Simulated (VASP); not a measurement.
Write the native input for VASP 6.6.1 that does the following.

- Task: single point
- Functional: PBE
- Potentials or basis: VASP PAW PBE potentials, release 64 (Mg, W_sv)
- Cutoff: 520 eV
- k mesh: 4 × 4 × 4
- Occupations: gaussian, width 0.1 eV
- Spin: no spin polarisation
- Dipole correction: no
- Further INCAR settings: ALGO = Normal; EDIFF = 1e-07; NBANDS = 24

The structure of MgW lies in POSCAR:

```
MgW
1.0
    4.6800000000      0.0000000000      0.0000000000
    0.0000000000      5.6600000000      0.0000000000
   -0.0283400000      0.0000000000      4.9199200000
Mg W
2 2
Direct
    0.5000000000      0.3200000000      0.7500000000
    0.5000000000      0.6800000000      0.2500000000
    0.0000000000      0.8180000000      0.7500000000
    0.0000000000      0.1820000000      0.2500000000
```

These files were run (other wordings do the same):

INCAR

```
SYSTEM = MgW
ALGO = Normal
EDIFF = 1E-7
ENCUT = 520
GGA = PE
ISIF = 2
ISMEAR = 0
LASPH = .True.
LCHARG = .False.
LREAL = .False.
LWAVE = .False.
NBANDS = 24
NELM = 100
PREC = Accurate
SIGMA = 0.1
```

KPOINTS

```
k-points
0
Gamma
  4 4 4
  0 0 0
```

Potentials or basis: VASP PAW PBE potentials, release 64 (Mg, W_sv).

The run is started by

```console
$ cat potpaw_PBE.64/Mg/POTCAR potpaw_PBE.64/W_sv/POTCAR > POTCAR
$ mpirun -np 1 vasp_std > vasp.out
```

It gave:

- Pressure: -20.7 GPa
- Largest force: 2.807 eV/Å
- Band gap on the k mesh: zero (band 16 reaches 2.26 eV, above the bottom of band 17 at 1.74 eV)

Caveat: spin-orbit coupling is left out, which moves the levels of the heavy elements; forces of over 1 eV/Å act on the atoms, so gaps and moduli don't describe the material at rest.

It took 2.4 min on 1 thread of AMD EPYC 9R45 (shared host), peak memory 0.25 GiB.
